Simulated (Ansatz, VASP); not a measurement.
**Two plane-wave programs on Mo3W**

Contents of INCAR:

```
SYSTEM = Mo3W
  PREC = Accurate
  ENCUT = 600
  EDIFF = 1E-6
  ISMEAR = 0
  SIGMA = 0.1
  LREAL = .False.
  LASPH = .True.
  NELM = 80
  ALGO = Normal
  ISIF = 3
  LWAVE = .False.
  LCHARG = .False.
  GGA = PE
  IBRION = 2
  NSW = 90
  EDIFFG = -0.04
```

KPOINTS

```
Automatic mesh
0
Gamma
  6 6 6
  0 0 0
```

Contents of POSCAR:

```
Mo3W
1.0
    0.0000000000      3.1686524050      3.1686524050
    3.1686524050      0.0000000000      3.1686524050
    3.1686524050      3.1686524050      0.0000000000
Mo W
3 1
Direct
    0.7500000000      0.7500000000      0.7500000000
    0.2500000000      0.2500000000      0.2500000000
    0.0000000000      0.0000000000      0.0000000000
    0.5000000000      0.5000000000      0.5000000000
```

Input for Ansatz:

```yaml
crystal:
  lattice:
    - [0.0, 3.168652405, 3.168652405]
    - [3.168652405, 0.0, 3.168652405]
    - [3.168652405, 3.168652405, 0.0]
  atoms:
    - { symbol: Mo, position: [0.75, 0.75, 0.75] }
    - { symbol: Mo, position: [0.25, 0.25, 0.25] }
    - { symbol: Mo, position: [0.0, 0.0, 0.0] }
    - { symbol: W, position: [0.5, 0.5, 0.5] }
basis:
  ecutwfc: 420
kpoints:
  mp_grid: { grid: [6, 6, 6] }
hamiltonian:
  xc: pbe
scf:
  occupations: { method: gaussian, width: 0.1 }
  lower_state_search: "off"
output:
  forces: true
  stress: true
  eigenvalues: true
relax:
  adjacent_minimum: "off"
  f_tol: 0.04
  max_steps: 70
  cell: { stress_tol: 0.4 }
```

Alike in both runs: task relaxation of cell and atoms; functional PBE; k mesh 6 × 6 × 6; occupations gaussian, width 0.1 eV; no spin polarisation.

|  | VASP | Ansatz |
| --- | --- | --- |
| version | VASP 6.6.1 | Ansatz 0.2.0 |
| potentials or method | VASP PAW PBE potentials, release 64 (Mo_sv, W_sv), cutoff 600 eV | scalar-relativistic, plane waves, PAW |
| valence electrons in the cell | 56 | 56 |

|  | VASP | Ansatz | Ansatz less VASP |
| --- | --- | --- | --- |
| gap on the k mesh at the Fermi level, each at its own relaxed structure (eV) | none | none | - |
| relaxed volume (Å³/atom) | 15.91 | 15.87 | -0.040 |
| relaxed length of the cell vector where the two differ most in proportion (Å) | 4.481 | 4.477 | -0.0038 |

A gap of «none» marks a metal or a gap that the smearing closes.

Neither program's run includes spin-orbit coupling. Noted on VASP's run: the relaxation stopped at its first step, so nothing moved.
